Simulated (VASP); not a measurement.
Cd:

```
CELL_PARAMETERS angstrom
0.00000 2.05728 2.05728
2.05728 0.00000 2.05728
2.05728 2.05728 0.00000
ATOMIC_POSITIONS crystal
Cd 0.00000 0.00000 0.00000
```

This isn't the form of Cd at room conditions, which is hcp.

```yaml
Program: VASP 6.6.1
Task: relaxation of cell and atoms
Functional: PBE
Potentials_or_basis: VASP PAW PBE potentials, release 64 (Cd)
Cutoff: 600 eV
k_mesh: 14 × 14 × 14
Occupations: fermi-dirac, width 0.03 eV
Spin: no spin polarisation
```

At the start: pressure 26.0 GPa; volume 17.41 Å³/atom.

Q: Where does the relaxation end?

A: Over 20 steps the energy falls by 330.4 meV/atom and the volume is 22.88 Å³/atom (+31.4 %); space group Fm-3m (No. 225, to 0.1 Å) before and after.

The path:
```csv
step,energy change (eV),largest force (eV/Å),pressure (GPa),volume (Å³)
1,0.0000,0.0000,26.00,17.41
2,-0.2969,0.0000,-3.58,25.55
3,-0.3302,0.0000,0.39,22.69
4,-0.3304,0.0000,-0.07,22.94
5,-0.3304,0.0000,0.14,22.82
6,-0.3304,0.0000,0.15,22.82
7,-0.3304,0.0000,0.16,22.82
8,-0.3304,0.0000,0.14,22.82
9,-0.3304,0.0000,0.14,22.82
10,-0.3304,0.0000,0.14,22.82
11,-0.3304,0.0000,0.14,22.82
12,-0.3304,0.0000,0.14,22.82
13,-0.3304,0.0000,0.14,22.82
14,-0.3304,0.0000,0.14,22.82
15,-0.3304,0.0000,0.15,22.82
16,-0.3304,0.0000,0.17,22.82
17,-0.3304,0.0000,0.11,22.83
18,-0.3304,0.0000,0.12,22.83
19,-0.3304,0.0000,0.07,22.85
20,-0.3304,0.0000,0.02,22.88
```

Final structure:
```
Cd
1.0
     0.00000    2.25326    2.25326
     2.25326    0.00000    2.25326
     2.25326    2.25326    0.00000
Cd
1
Cartesian
  0.0000 2.2533 2.2533
```

Caveat: the volume moved by over 15 % at a fixed basis, so the end points are rough.
